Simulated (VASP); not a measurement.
# In3Se (Pm-3m) in VASP: settings compared

The runs below take In3Se through single point, with LDA, PBEsol.

Program: VASP 6.6.1. These are calculated values, not measurements. Logs are shortened: lines on timing, memory, paths and dates and some standing lists are left out, and cuts for length are marked.

## Step 1: The cell of the first run

The structure is cubic, space group Pm-3m (No. 221). The conventional cell has a = 4.612 Å, b = 4.612 Å, c = 4.612 Å, α = 90.00°, β = 90.00°, γ = 90.00°. In (site symmetry 4/mmm) has 8 In at 3.26 Å and 4 Se at 3.26 Å within 4.3 Å. Within 4.3 Å of Se (site symmetry m-3m) lie 12 In at 3.26 Å.

## Step 2: Single point, LDA

The input, INCAR:

```
ALGO     = Normal         # electronic algorithm
EDIFF    = 1E-6           # SCF threshold, eV
ENCUT    = 520            # plane-wave cutoff, eV
ISIF     = 2              # what is computed and relaxed
ISMEAR   = 0              # smearing method
LASPH    = T              # aspherical terms in the spheres
LCHARG   = F              # write CHGCAR
LREAL    = F              # projectors in reciprocal space
LWAVE    = F              # write WAVECAR
NBANDS   = 30             # bands
NELM     = 60             # most SCF steps
PREC     = Accurate       # precision mode
SIGMA    = 0.1            # smearing width, eV
```

The input, KPOINTS:

```
k-points
0
Gamma
  10 10 10
```

The input, POSCAR:

```
In3Se
1.0
    4.6117897886      0.0000000000      0.0000000000
    0.0000000000      4.6117897886      0.0000000000
    0.0000000000      0.0000000000      4.6117897886
In Se
3 1
Direct
    0.0000000000      0.5000000000      0.5000000000
    0.5000000000      0.0000000000      0.5000000000
    0.5000000000      0.5000000000      0.0000000000
    0.0000000000      0.0000000000      0.0000000000
```

Potentials or basis: VASP PAW LDA potentials, release 64 (In_d, Se).

Run with:

```bash
$ cat potpaw_LDA.64/In_d/POTCAR potpaw_LDA.64/Se/POTCAR > POTCAR
$ mpirun -np 1 vasp_std > vasp.out
```

OUTCAR:

```text
EDIFF = 1E-6
   ENCUT = 520
   ISIF = 2
   ISMEAR = 0
   LASPH = T
   LREAL = F
   NELM = 60
   PREC = Accurate

 ion  position               nearest neighbor table
   1  0.000  0.500  0.500-   2 3.26   3 3.26   4 3.26   3 3.26   4 3.26   2 3.26   4 3.26   4 3.26
                             2 3.26   3 3.26   3 3.26   2 3.26
   2  0.500  0.000  0.500-   1 3.26   3 3.26   4 3.26   3 3.26   4 3.26   1 3.26   3 3.26   3 3.26
                             1 3.26   4 3.26   4 3.26   1 3.26
   3  0.500  0.500  0.000-   1 3.26   2 3.26   4 3.26   1 3.26   2 3.26   2 3.26   4 3.26   2 3.26
                             1 3.26   4 3.26   1 3.26   4 3.26
   4  0.000  0.000  0.000-   1 3.26   2 3.26   3 3.26   1 3.26   2 3.26   1 3.26   3 3.26   1 3.26
                             2 3.26   3 3.26   2 3.26   3 3.26

  LATTYP: Found a simple cubic cell.
 ALAT       =     4.6117897886

  Lattice vectors:

 A1 = (   4.6117897886,   0.0000000000,   0.0000000000)
 A2 = (   0.0000000000,   4.6117897886,   0.0000000000)
 A3 = (   0.0000000000,   0.0000000000,   4.6117897886)

Analysis of symmetry for initial positions (statically):
=====================================================================
 Subroutine PRICEL returns:
 Original cell was already a primitive cell.

 Routine SETGRP: Setting up the symmetry group for a
 simple cubic supercell.

 Subroutine GETGRP returns: Found 48 space group operations
 (whereof 48 operations were pure point group operations)
 out of a pool of 48 trial point group operations.

The static configuration has the point symmetry O_h .

Analysis of symmetry for dynamics (positions and initial velocities):
=====================================================================
 Subroutine PRICEL returns:
 Original cell was already a primitive cell.

 Routine SETGRP: Setting up the symmetry group for a
 simple cubic supercell.

 Subroutine GETGRP returns: Found 48 space group operations
 (whereof 48 operations were pure point group operations)
 out of a pool of 48 trial point group operations.

The dynamic configuration has the point symmetry O_h .

 Subroutine INISYM returns: Found 48 space group operations
 (whereof 48 operations are pure point group operations),
 and found     1 'primitive' translations

----------------------------------------------------------------------------------------

                                     Primitive cell

  volume of cell :      98.0863

  direct lattice vectors                    reciprocal lattice vectors
     4.611789789  0.000000000  0.000000000     0.216835555  0.000000000  0.000000000
     0.000000000  4.611789789  0.000000000     0.000000000  0.216835555  0.000000000
     0.000000000  0.000000000  4.611789789     0.000000000  0.000000000  0.216835555

  length of vectors
     4.611789789  4.611789789  4.611789789     0.216835555  0.216835555  0.216835555

  position of ions in fractional coordinates (direct lattice)
     0.000000000  0.500000000  0.500000000
     0.500000000  0.000000000  0.500000000
     0.500000000  0.500000000  0.000000000
     0.000000000  0.000000000  0.000000000

  ion indices of the primitive-cell ions
   primitive index   ion index
                 1           1
                 2           2
                 3           3
                 4           4

----------------------------------------------------------------------------------------

 KPOINTS: k-points

Automatic generation of k-mesh.
 Grid dimensions read from file:
 generate k-points for:   10   10   10

 Generating k-lattice:

  Cartesian coordinates                     Fractional coordinates (reciprocal lattice)
     0.021683556  0.000000000  0.000000000     0.100000000  0.000000000  0.000000000
     0.000000000  0.021683556  0.000000000     0.000000000  0.100000000  0.000000000
     0.000000000  0.000000000  0.021683556     0.000000000  0.000000000  0.100000000

  Length of vectors
     0.021683556  0.021683556  0.021683556

  Shift w.r.t. Gamma in fractional coordinates (k-lattice)
     0.000000000  0.000000000  0.000000000

 Subroutine IBZKPT returns following result:
 ===========================================

 Found     56 irreducible k-points:

 Following reciprocal coordinates:
            Coordinates               Weight
  0.000000  0.000000  0.000000      1.000000
  0.100000  0.000000  0.000000      6.000000
  0.200000  0.000000  0.000000      6.000000
  0.300000  0.000000  0.000000      6.000000
  0.400000  0.000000  0.000000      6.000000
  0.500000  0.000000  0.000000      3.000000
[... 16 lines left out ...]
  0.200000  0.100000  0.100000     24.000000
  0.300000  0.100000  0.100000     24.000000
 [... further k-points ...]
   k-points           NKPTS =     56   k-points in BZ     NKDIM =     56   number of bands    NBANDS=     30
   number of dos      NEDOS =    301   number of ions     NIONS =      4
   total plane-waves  NPLWV =  46656
   dimension x,y,z NGX =    36 NGY =   36 NGZ =   36
   dimension x,y,z NGXF=    72 NGYF=   72 NGZF=   72
   ions per type =               3   1
   NGX,Y,Z   is equivalent  to a cutoff of  12.98, 12.98, 12.98 a.u.
   NGXF,Y,Z  is equivalent  to a cutoff of  25.95, 25.95, 25.95 a.u.
 SYSTEM =  unknown system
   PREC   = accura    normal or accurate (medium, high low for compatibility)
   ISTART =      0    job   : 0-new  1-cont  2-samecut
   ICHARG =      2    charge: 1-file 2-atom 10-const
   ISPIN  =      1    spin polarized calculation?
   LNONCOLLINEAR =      F non collinear calculations
   LSORBIT =      F    spin-orbit coupling
   LASPH  =      T    aspherical Exc in radial PAW
   ENCUT  =  520.0 eV  38.22 Ry    6.18 a.u.   8.57  8.57  8.57*2*pi/ulx,y,z
   NELM   =     60;   NELMIN=  2; NELMDL= -5     # of ELM steps
   EDIFF  = 0.1E-05   stopping-criterion for ELM
   LREAL  =      F    real-space projection
   EDIFFG = 0.1E-04   stopping-criterion for IOM
   NSW    =      0    number of steps for IOM
   IBRION =     -1    ionic relax: 0-MD 1-quasi-New 2-CG
   NFREE  =      0    steps in history (QN), initial steepest desc. (CG)
   ISIF   =      2    stress and relaxation
   ISYM   =      2    0-nonsym 1-usesym 2-fastsym
   POTIM  = 0.5000    time-step for ionic-motion
   TEBEG  =    0.0;   TEEND  =   0.0 temperature during run
   PSTRESS=    0.0 pullay stress
   NELECT =      45.0000    total number of electrons
   NUPDOWN=      -1.0000    fix difference up-down
   EMIN   =  10.00;   EMAX   =-10.00  energy-range for DOS
   EFERMI =   0.00;   METHOD = LEGACY
   ISMEAR =     0;   SIGMA  =   0.10  broadening in eV -4-tet -1-fermi 0-gaus
   EFERMI_NEDOS =   21; number of points for ismear=-14 and -15
   IALGO  =     38    algorithm
   IMIX   =      4    mixing-type and parameters
     AMIX     =   0.40;   BMIX     =  1.00
     AMIX_MAG =   1.60;   BMIX_MAG =  1.00
  volume/ion in A,a.u.               =      24.52       165.48
  Fermi-wavevector in a.u.,A,eV,Ry     =   1.262630  2.386025 21.690884  1.594235
  Thomas-Fermi vector in A             =   2.396028
   LORBIT       =      0    0 simple, 1 ext, 2 COOP (PROOUT), +10 PAW based schemes
   GGA     = CA    functional components
   LHFCALC =     F    Hartree Fock is set to
   AEXX    =    0.0000 exact exchange contribution
   IVDW    =     0    specifies the selected vdW correction
   LEPSILON=     F    determine dielectric tensor
   LRPA    =     F    only Hartree local field effects (RPA)
 non-spin polarized calculation
 Gauss-broadening in eV      SIGMA  =   0.10
  energy-cutoff  :      520.00
  volume of cell :       98.09
 maximum number of plane-waves:      2680
 NGX is ok and might be reduce to    36
   NGX = 17   NGY = 17   NGZ = 17

 number of electron      44.9999958 magnetization

 Free energy of the ion-electron system (eV)
  ---------------------------------------------------
  ext. energy  EPLUGINS =         0.00000000
  ---------------------------------------------------
  free energy    TOTEN  =       -14.21695002 eV

  energy without entropy =      -14.20699467  energy(sigma->0) =      -14.21197235

 E-fermi :   6.9932     XC(G=0): -10.5892

 val. band max:        6.9624637497   @ k =   0.4000   0.0000   0.0000
 cond. band min:       7.0142101993   @ k =   0.4000   0.3000   0.1000
 fundamental gap:      0.0517464496
 Fermi energy:         6.9931950173

 k-point     1 :       0.0000    0.0000    0.0000
  band No.  band energies     occupation
      1      -7.8364      2.00000
      2      -7.7901      2.00000
      3      -7.7901      2.00000
      4      -7.7901      2.00000
      5      -7.6265      2.00000
      6      -7.6265      2.00000
[... 22 lines left out ...]
     29      12.7541      0.00000
     30      14.2206      0.00000

 k-point     2 :       0.1000    0.0000    0.0000
  band No.  band energies     occupation
      1      -7.8231      2.00000
      2      -7.7877      2.00000
      3      -7.7779      2.00000
      4      -7.7779      2.00000
      5      -7.6247      2.00000
      6      -7.6178      2.00000
[... 22 lines left out ...]
     29      13.0435      0.00000
     30      14.2622      0.00000

 k-point     3 :       0.2000    0.0000    0.0000
  band No.  band energies     occupation
      1      -7.7851      2.00000
      2      -7.7812      2.00000
      3      -7.7422      2.00000
      4      -7.7422      2.00000
      5      -7.6199      2.00000
      6      -7.5933      2.00000
[... 22 lines left out ...]
     29      13.6832      0.00000
     30      14.3851      0.00000

 k-point     4 :       0.3000    0.0000    0.0000
  band No.  band energies     occupation
      1      -7.7728      2.00000
      2      -7.7293      2.00000
      3      -7.6859      2.00000
      4      -7.6859      2.00000
      5      -7.6128      2.00000
      6      -7.5574      2.00000
[... 616 lines left out ...]
     29      13.3387      0.00000
     30      14.2527      0.00000

 k-point    23 :       0.2000    0.1000    0.1000
  band No.  band energies     occupation
      1      -7.7774      2.00000
      2      -7.7535      2.00000
      3      -7.7301      2.00000
      4      -7.7257      2.00000
      5      -7.6050      2.00000
      6      -7.5841      2.00000
[... 22 lines left out ...]
     29      13.2073      0.00000
     30      13.8844      0.00000

 k-point    24 :       0.3000    0.1000    0.1000
  band No.  band energies     occupation
      1      -7.7565      2.00000
      2      -7.7202      2.00000
      3      -7.6816      2.00000
      4      -7.6684      2.00000
      5      -7.5984      2.00000
      6      -7.5465      2.00000
[... 22 lines left out ...]
     29      12.3146      0.00000
     30      14.4467      0.00000

 [... further k-points ...]

------------------------ aborting loop because EDIFF is reached ----------------------------------------

  FORCE on cell =-STRESS in cart. coord.  units (eV):
  Direction    XX          YY          ZZ          XY          YZ          ZX
  --------------------------------------------------------------------------------------
  -------------------------------------------------------------------------------------
  Total        0.0148652      0.0148652      0.0148652     -0.0000000      0.0000000     -0.0000000
  in kB        0.2428140      0.2428140      0.2428140     -0.0000000      0.0000000     -0.0000000
  external PRESSURE =       0.2428140 kB  Pullay stress =       0.0000000 kB

 VOLUME and BASIS-vectors are now :
 -----------------------------------------------------------------------------
  energy-cutoff  :      520.00
  volume of cell :       98.09
      direct lattice vectors                 reciprocal lattice vectors
     4.611789789  0.000000000  0.000000000     0.216835555  0.000000000  0.000000000
     0.000000000  4.611789789  0.000000000     0.000000000  0.216835555  0.000000000
     0.000000000  0.000000000  4.611789789     0.000000000  0.000000000  0.216835555

 POSITION                                       TOTAL-FORCE (eV/Angst)
 -----------------------------------------------------------------------------------
      0.00000      2.30589      2.30589         0.000000      0.000000      0.000000
      2.30589      0.00000      2.30589         0.000000      0.000000      0.000000
      2.30589      2.30589      0.00000         0.000000      0.000000      0.000000
      0.00000      0.00000      0.00000         0.000000      0.000000      0.000000
 -----------------------------------------------------------------------------------
    total drift:                                0.000000      0.000000      0.000000

  FREE ENERGIE OF THE ION-ELECTRON SYSTEM (eV)
  ---------------------------------------------------
  free  energy   TOTEN  =       -14.2169500194 eV

  energy  without entropy=      -14.2069946716  energy(sigma->0) =      -14.21197235
```

Run time: 64 s. Hardware: 1 thread of AMD EPYC 9R45 (Zen 5), shared host; peak memory 0.23 GiB.

Results:

```yaml
Free_energy: -14.2170 eV
Pressure: 0.0 GPa
Band_gap_on_the_k_mesh: zero (an odd number of electrons rules out a gap without spin polarisation)
```

Caveat: spin-orbit coupling is left out, which moves the levels of the heavy elements.

## Step 3: Single point, PBEsol

This run uses another cell than the first one, of 25.44 Å³/atom.

The input, INCAR:

```
SYSTEM = In3Se
ALGO = Normal
EDIFF = 1E-6
ENCUT = 520
GGA = PS
ISIF = 2
ISMEAR = 0
LASPH = .TRUE.
LCHARG = .TRUE.
LELF = .TRUE.
LREAL = .FALSE.
LVHAR = .TRUE.
LWAVE = .FALSE.
NBANDS = 30
NELM = 80
PREC = Accurate
SIGMA = 0.1
```

The input, KPOINTS:

```
k-points
0
G
  10 10 10
  0 0 0
```

The input, POSCAR:

```
In3Se
1.0
    4.6684208932      0.0000000000      0.0000000000
    0.0000000000      4.6684208932      0.0000000000
    0.0000000000      0.0000000000      4.6684208932
In Se
3 1
Direct
    0.0000000000      0.5000000000      0.5000000000
    0.5000000000      0.0000000000      0.5000000000
    0.5000000000      0.5000000000      0.0000000000
    0.0000000000      0.0000000000      0.0000000000
```

Potentials or basis: VASP PAW PBE potentials, release 64 (In_d, Se).

Run with:

```bash
$ cat potpaw_PBE.64/In_d/POTCAR potpaw_PBE.64/Se/POTCAR > POTCAR
$ mpirun -np 1 vasp_std > vasp.out
```

OUTCAR:

```text
SYSTEM = In3Se
   EDIFF = 1E-6
   ENCUT = 520
   GGA = PS
   ISIF = 2
   ISMEAR = 0
   LASPH = .TRUE.
   LREAL = .FALSE.
   NELM = 80
   PREC = Accurate

 ion  position               nearest neighbor table
   1  0.000  0.500  0.500-   2 3.30   3 3.30   4 3.30   3 3.30   4 3.30   2 3.30   4 3.30   4 3.30
                             2 3.30   3 3.30   3 3.30   2 3.30
   2  0.500  0.000  0.500-   1 3.30   3 3.30   4 3.30   3 3.30   4 3.30   1 3.30   3 3.30   3 3.30
                             1 3.30   4 3.30   4 3.30   1 3.30
   3  0.500  0.500  0.000-   1 3.30   2 3.30   4 3.30   1 3.30   2 3.30   2 3.30   4 3.30   2 3.30
                             1 3.30   4 3.30   1 3.30   4 3.30
   4  0.000  0.000  0.000-   1 3.30   2 3.30   3 3.30   1 3.30   2 3.30   1 3.30   3 3.30   1 3.30
                             2 3.30   3 3.30   2 3.30   3 3.30

  LATTYP: Found a simple cubic cell.
 ALAT       =     4.6684208932

  Lattice vectors:

 A1 = (   4.6684208932,   0.0000000000,   0.0000000000)
 A2 = (   0.0000000000,   4.6684208932,   0.0000000000)
 A3 = (   0.0000000000,   0.0000000000,   4.6684208932)

Analysis of symmetry for initial positions (statically):
[... 174 lines left out ...]
  free energy    TOTEN  =       -13.24651438 eV

  energy without entropy =      -13.23689017  energy(sigma->0) =      -13.24170227

 E-fermi :   6.6593     XC(G=0): -10.3001

 val. band max:        6.6093044425   @ k =   0.2000   0.1000   0.1000
 cond. band min:       6.6645106532   @ k =   0.4000   0.0000   0.0000
 fundamental gap:      0.0552062108
 Fermi energy:         6.6592817293

 k-point     1 :       0.0000    0.0000    0.0000
  band No.  band energies     occupation
      1      -8.1010      2.00000
      2      -8.0687      2.00000
      3      -8.0687      2.00000
      4      -8.0687      2.00000
      5      -7.9207      2.00000
      6      -7.9207      2.00000
[... 781 lines left out ...]
     29      11.8474      0.00000
     30      13.9597      0.00000

 [... further k-points ...]
[... 5 lines left out ...]
  --------------------------------------------------------------------------------------
  -------------------------------------------------------------------------------------
  Total       -0.0120402     -0.0120402     -0.0120402      0.0000000      0.0000000      0.0000000
  in kB       -0.1895987     -0.1895987     -0.1895987      0.0000000      0.0000000      0.0000000
  external PRESSURE =      -0.1895987 kB  Pullay stress =       0.0000000 kB

 VOLUME and BASIS-vectors are now :
 -----------------------------------------------------------------------------
  energy-cutoff  :      520.00
  volume of cell :      101.74
      direct lattice vectors                 reciprocal lattice vectors
     4.668420893  0.000000000  0.000000000     0.214205193  0.000000000  0.000000000
     0.000000000  4.668420893  0.000000000     0.000000000  0.214205193  0.000000000
     0.000000000  0.000000000  4.668420893     0.000000000  0.000000000  0.214205193

 POSITION                                       TOTAL-FORCE (eV/Angst)
 -----------------------------------------------------------------------------------
      0.00000      2.33421      2.33421         0.000000      0.000000      0.000000
      2.33421      0.00000      2.33421         0.000000      0.000000      0.000000
      2.33421      2.33421      0.00000         0.000000      0.000000      0.000000
      0.00000      0.00000      0.00000         0.000000      0.000000      0.000000
 -----------------------------------------------------------------------------------
    total drift:                                0.000000      0.000000      0.000000

  FREE ENERGIE OF THE ION-ELECTRON SYSTEM (eV)
  ---------------------------------------------------
  free  energy   TOTEN  =       -13.2465143821 eV

  energy  without entropy=      -13.2368901673  energy(sigma->0) =      -13.24170227
```

OSZICAR:

```text
N       E                     dE             d eps       ncg     rms          rms(c)
DAV:   1     0.406033259088E+03    0.40603E+03   -0.21353E+04  3360   0.192E+03
DAV:   2     0.284195236978E+02   -0.37761E+03   -0.36925E+03  3372   0.453E+02
DAV:   3    -0.117094245256E+02   -0.40129E+02   -0.38770E+02  4216   0.163E+02
DAV:   4    -0.134477761297E+02   -0.17384E+01   -0.17336E+01  3910   0.353E+01
DAV:   5    -0.135178028680E+02   -0.70027E-01   -0.70020E-01  4882   0.621E+00    0.465E+00
DAV:   6    -0.132605546939E+02    0.25725E+00   -0.75064E-01  4580   0.958E+00    0.268E+00
DAV:   7    -0.132513862734E+02    0.91684E-02   -0.13430E-01  4352   0.230E+00    0.947E-01
DAV:   8    -0.132471904275E+02    0.41958E-02   -0.11435E-02  4864   0.657E-01    0.283E-01
DAV:   9    -0.132465566958E+02    0.63373E-03   -0.28604E-03  4818   0.342E-01    0.121E-01
DAV:  10    -0.132465104431E+02    0.46253E-04   -0.38397E-04  4694   0.212E-01    0.431E-02
DAV:  11    -0.132465165993E+02   -0.61562E-05   -0.64934E-05  4082   0.394E-02    0.125E-02
DAV:  12    -0.132465144496E+02    0.21497E-05   -0.33212E-06  3650   0.176E-02    0.532E-03
DAV:  13    -0.132465143821E+02    0.67469E-07   -0.41726E-07  2352   0.415E-03
   1 F= -.13246514E+02 E0= -.13241702E+02  d E =-.962421E-02
```

Run time: 69 s. Hardware: 1 thread of AMD EPYC 9R45 (Zen 5), shared host; peak memory 0.26 GiB.

Results:

```
Free energy            : -13.2465 eV
Pressure               : 0.0 GPa
Band gap on the k mesh : zero (an odd number of electrons rules out a gap without spin polarisation)
```

Levels at points of the mesh, in eV from the Fermi level:
```csv
k point,band 20,band 21,band 22,band 23,band 24,band 25
"(0.00, 0.00, 0.00)",-3.58,-2.06,-2.06,1.23,1.23,1.23
"(0.50, 0.00, 0.00)",-2.66,-1.37,-1.06,-0.19,-0.19,1.29
"(0.50, 0.50, 0.00)",-2.09,-0.96,-0.54,-0.54,1.63,1.78
"(0.50, 0.50, 0.50)",-4.37,-4.37,-4.37,-3.49,3.32,3.32
```

Caveat: the PAW data sets were made with another functional, which shifts forces and pressure a little; spin-orbit coupling is left out, which moves the levels of the heavy elements.
